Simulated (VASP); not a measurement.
Here is a VASP 6.6.1 calculation.

File INCAR:

```
SYSTEM = FeSi
ALGO = Normal
EDIFF = 1E-8
ENCUT = 520
GGA = PE
IBRION = 8
ISIF = 2
ISMEAR = 0
KPAR = 2
LASPH = .True.
LCHARG = .True.
LREAL = .False.
LWAVE = .False.
NBANDS = 34
NELM = 60
NSW = 1
PREC = Accurate
SIGMA = 0.01
```

File KPOINTS:

```
k-points
0
Gamma
  8 8 8
  0 0 0
```

The input POSCAR:

```
FeSi
1.0
    4.5507000000      0.0000000000      0.0000000000
    0.0000000000      4.5507000000      0.0000000000
    0.0000000000      0.0000000000      4.5507000000
Fe Si
4 4
Direct
    0.1322402737      0.1322402737      0.1322402737
    0.3677597263      0.8677597263      0.6322402737
    0.6322402737      0.3677597263      0.8677597263
    0.8677597263      0.6322402737      0.3677597263
    0.8390572597      0.8390572597      0.8390572597
    0.6609427403      0.1609427403      0.3390572597
    0.3390572597      0.6609427403      0.1609427403
    0.1609427403      0.3390572597      0.6609427403
```

Potentials or basis: VASP PAW PBE potentials, release 64 (Fe, Si).

Command:

```bash
$ cat potpaw_PBE.64/Fe/POTCAR potpaw_PBE.64/Si/POTCAR > POTCAR
$ mpirun -np 2 vasp_std > vasp.out
```

(1) Predict the highest phonon frequency at Γ.

Answers

(1) 424 cm⁻¹.

Caveat: the cell stands under pressure or tension, which shifts response properties; the run has no spin polarisation, though such a crystal can be magnetic.
